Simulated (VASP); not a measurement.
Wanted: the native input for a VASP 6.6.1 run.

```
Task                   : relaxation of cell and atoms
Functional             : PBE
Dispersion             : D3(BJ)
Potentials or basis    : VASP PAW PBE potentials, release 64 (Al, N)
Cutoff                 : 600 eV
k mesh                 : 9 × 9 × 6
Occupations            : gaussian, width 0.02 eV
Spin                   : no spin polarisation
Dipole correction      : no
Further INCAR settings : ALGO = Normal; EDIFF = 1e-07; IBRION = 2; EDIFFG = -0.005; NSW = 70; ISIF = 3
```

The structure of AlN lies in POSCAR:

```
AlN
1.0
    3.1302455677      0.0000000000      0.0000000000
   -1.5651227838      2.7108721817      0.0000000000
    0.0000000000      0.0000000000      5.0179604231
Al N
2 2
Direct
    0.3333333333      0.6666666667     -0.0007713538
    0.6666666667      0.3333333333      0.4992286462
    0.3333333333      0.6666666667      0.3807713538
    0.6666666667      0.3333333333      0.8807713538
```

One way to write it, as run:

INCAR

```
PREC = Accurate ; ENCUT = 600
EDIFF = 1E-7 ; ISMEAR = 0
SIGMA = 0.02 ; LREAL = False
LASPH = True ; NELM = 80
ALGO = Normal ; ISIF = 3
LWAVE = False ; LCHARG = False
GGA = PE ; IVDW = 12
IBRION = 2 ; NSW = 70
EDIFFG = -0.005
```

KPOINTS

```
Automatic mesh
0
Gamma
  9 9 6
```

Potentials or basis: VASP PAW PBE potentials, release 64 (Al, N).

The run is started by

```console
$ cat potpaw_PBE.64/Al/POTCAR potpaw_PBE.64/N/POTCAR > POTCAR
$ mpirun -np 1 vasp_std > vasp.out
```

Results of the run:

```
Relaxed volume                         : 10.40 Å³/atom
Relaxed cell                           : a = 3.107 Å, b = 3.107 Å, c = 4.976 Å, α = 90.00°, β = 90.00°, γ = 120.00°
Space group after relaxing (to 0.05 Å) : P6_3mc (No. 186)
Energy gained by relaxing              : 3.5 meV/atom
Ionic steps                            : 7
Pressure after relaxing                : 0.0 GPa
Band gap on the k mesh                 : 4.24 eV, direct
Dispersion energy per atom             : -0.270 eV
```

It took 2.5 min on 1 thread of AMD EPYC 7R43 64-Core Processor (Zen 3), on a shared host, peak memory 0.16 GiB.
